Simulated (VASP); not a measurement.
Write the native input for VASP 6.6.1 that does the following.

* Task: relaxation of cell and atoms
* Functional: HSE06
* Potentials or basis: VASP PAW PBE potentials, release 64 (Sn_d, Te)
* Cutoff: 600 eV
* k mesh: 4 × 4 × 4
* Occupations: fermi-dirac, width 0.02 eV
* Spin: no spin polarisation
* Dipole correction: no
* Grid for exact exchange (PRECFOCK): Normal
* Further INCAR settings: ALGO = Normal; EDIFF = 1e-06; IBRION = 2; EDIFFG = -0.005; NSW = 80; ISIF = 3
* Share of exact exchange: 0.25
* Screening parameter: 0.2079 1/Å

SnTe:

```xyz
2
Lattice="0.0000 3.1893 3.1893 3.1893 0.0000 3.1893 3.1893 3.1893 0.0000" Properties=species:S:1:pos:R:3 pbc="T T T"
Sn    0.0000    0.0000    0.0000
Te    3.1893    3.1893    3.1893
```

These files were run (other wordings do the same):

POSCAR

```
SnTe
1.0
    0.0000000000      3.1893303349      3.1893303349
    3.1893303349      0.0000000000      3.1893303349
    3.1893303349      3.1893303349      0.0000000000
Sn Te
1 1
Direct
    0.0000000000      0.0000000000      0.0000000000
    0.5000000000      0.5000000000      0.5000000000
```

INCAR.step1

```
PREC = Accurate
ENCUT = 600
EDIFF = 1E-5
ISMEAR = -1
SIGMA = 0.02
LREAL = False
LASPH = True
NELM = 60
ALGO = Normal
LWAVE = True
LCHARG = False
GGA = PE
NBANDS = 17
```

INCAR.step2

```
PREC = Accurate
ENCUT = 600
EDIFF = 1E-6
ISMEAR = -1
SIGMA = 0.02
LREAL = False
LASPH = True
NELM = 60
ALGO = Normal
ISIF = 3
LWAVE = False
LCHARG = False
GGA = PE
LHFCALC = True
HFSCREEN = 0.2079
PRECFOCK = Normal
IBRION = 2
NSW = 80
EDIFFG = -0.005
ISTART = 1
```

KPOINTS

```
Automatic mesh
0
Gamma
  4 4 4
```

Potentials or basis: VASP PAW PBE potentials, release 64 (Sn_d, Te).

The run is started by

```bash
$ cat potpaw_PBE.64/Sn_d/POTCAR potpaw_PBE.64/Te/POTCAR > POTCAR
$ cp INCAR.step1 INCAR
$ mpirun -np 1 vasp_std > vasp.out
$ cp INCAR.step2 INCAR
$ mpirun -np 1 vasp_std > vasp.out
```

It gave:

* Relaxed volume: 32.07 Å³/atom
* Relaxed cell: a = 4.493 Å, b = 4.493 Å, c = 4.493 Å, α = 60.00°, β = 60.00°, γ = 60.00°
* Space group after relaxing (to 0.1 Å): Fm-3m (No. 225)
* Energy gained by relaxing: 0.6 meV/atom
* Ionic steps: 3
* Pressure after relaxing: 0.0 GPa
* Band gap on the k mesh: 0.17 eV

Caveat: the k points lie up to 0.43 Å⁻¹ apart in the final cell; the PAW data sets were made with another functional, which shifts forces and pressure a little; spin-orbit coupling is left out, which moves the levels of the heavy elements.

Wall time 35 min on 1 thread of Intel(R) Xeon(R) Platinum 8259CL CPU @ 2.50GHz (Skylake/Cascade Lake), with other jobs on the host, peak memory 0.34 GiB.
